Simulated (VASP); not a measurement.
Input of a VASP 6.6.1 run:

Contents of INCAR:

```
SYSTEM = MgO
PREC = Accurate ; ENCUT = 520
EDIFF = 1E-6 ; ISMEAR = 0
SIGMA = 0.05 ; LREAL = .FALSE.
LASPH = .TRUE. ; NELM = 100
ALGO = Normal ; ISIF = 2
LWAVE = .FALSE. ; LCHARG = .FALSE.
GGA = PE ; NBANDS = 16
```

File KPOINTS:

```
Automatic mesh
0
G
  9 9 6
  0 0 0
```

The input POSCAR:

```
MgO
1.0
    3.4772157108      0.0000000000      0.0000000000
   -1.7386078554      3.0113571399      0.0000000000
    0.0000000000      0.0000000000      4.6556441151
Mg O
2 2
Direct
    0.3333333333      0.6666666667      0.0063188013
    0.6666666667      0.3333333333      0.5063188013
    0.3333333333      0.6666666667      0.3982811987
    0.6666666667      0.3333333333      0.8982811987
```

Potentials or basis: VASP PAW PBE potentials, release 64 (Mg, O).

Launch:

```bash
$ cat potpaw_PBE.64/Mg/POTCAR potpaw_PBE.64/O/POTCAR > POTCAR
$ mpirun -np 1 vasp_std > vasp.out
```

(1) What does it give for the largest force?

(2) What does it give for the band gap on the k mesh?

## Answers

(1) 2.113 eV/Å.

(2) 3.20 eV.

Caveat: an odd mesh through Γ misses points on the zone boundary, where band edges can lie; forces of over 1 eV/Å act on the atoms, so gaps and moduli don't describe the material at rest.
